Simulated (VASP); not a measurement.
Crystal: NaTlS2.

```xyz
4
Lattice="4.1045 0.0000 0.0000 0.0000 4.1045 0.0000 0.0000 0.0000 6.6389" Properties=species:S:1:pos:R:3 pbc="T T T"
Na    0.0000    0.0000    0.0000
S     0.0000    2.0522    1.7983
S     2.0522    0.0000    4.8407
Tl    2.0522    2.0522    3.3195
```

Program: VASP 6.6.1. Alike in all runs: task single point; potentials or basis VASP PAW PBE potentials, release 64 (Na_pv, S, Tl_d); no spin polarisation; cell as given; cutoff (eV) 520; smearing gaussian 0.01 eV.

Problem. Order these runs on this cell by their band gap on the k mesh, lowest first.
A. level HSE06; k mesh 4 × 4 × 2; grid for exact exchange (PRECFOCK) Normal; screening parameter 0.2079 1/Å
B. level PBE; k mesh 4 × 4 × 4
C. level PBE-based screened hybrid; k mesh 4 × 4 × 2; grid for exact exchange (PRECFOCK) Normal; screening parameter 0.2078 1/Å; share of exact exchange 0.5

Solution. B (0.80 eV), A (1.70 eV), C (2.69 eV).

Caveats: some runs use coarse meshes; spin-orbit coupling is left out, which moves the levels of the heavy elements.
